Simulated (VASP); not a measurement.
Write the native input for VASP 6.6.1 that does the following.

```
Task                   : electric field gradients
Functional             : PBE
Potentials or basis    : VASP PAW PBE potentials, release 64 (W_sv)
Cutoff                 : 520 eV
k mesh                 : 14 × 14 × 14
Occupations            : fermi-dirac, width 0.05 eV
Spin                   : no spin polarisation
Dipole correction      : no
Further INCAR settings : ALGO = Normal; EDIFF = 1e-08; NBANDS = 13
```

The structure of W lies in POSCAR:

```
W
1.0
    0.0000000000      2.0434441004      2.0434441004
    2.0434441004      0.0000000000      2.0434441004
    2.0434441004      2.0434441004      0.0000000000
W
1
Direct
    0.0000000000      0.0000000000      0.0000000000
```

This cell differs from its parent crystal: volume scaled by 1.02.

One way to write it, as run:

INCAR

```
PREC = Accurate
ENCUT = 520
EDIFF = 1E-8
ISMEAR = -1
SIGMA = 0.05
LREAL = F
LASPH = T
NELM = 60
ALGO = Normal
ISIF = 2
LWAVE = F
LCHARG = F
GGA = PE
LEFG = T
NBANDS = 13
```

KPOINTS

```
regular mesh
0
Gamma
  14 14 14
```

Potentials or basis: VASP PAW PBE potentials, release 64 (W_sv).

The run is started by

```sh
$ cat potpaw_PBE.64/W_sv/POTCAR > POTCAR
$ mpirun -np 1 vasp_std > vasp.out
```

Results of the run:

```json
{"Pressure": "-9.3 GPa", "Band gap on the k mesh": "zero (band 7 reaches 12.80 eV, above the bottom of band 8 at 9.45 eV)"}
```

Caveat: without QUAD_EFG the Cq values of the log hold for a quadrupole moment of 1 mb, not for the nuclei; spin-orbit coupling is left out, which moves the levels of the heavy elements.

Run time: 20 s on 1 thread of Intel(R) Xeon(R) Platinum 8259CL CPU @ 2.50GHz (Skylake/Cascade Lake), on a shared host, peak memory 0.15 GiB.
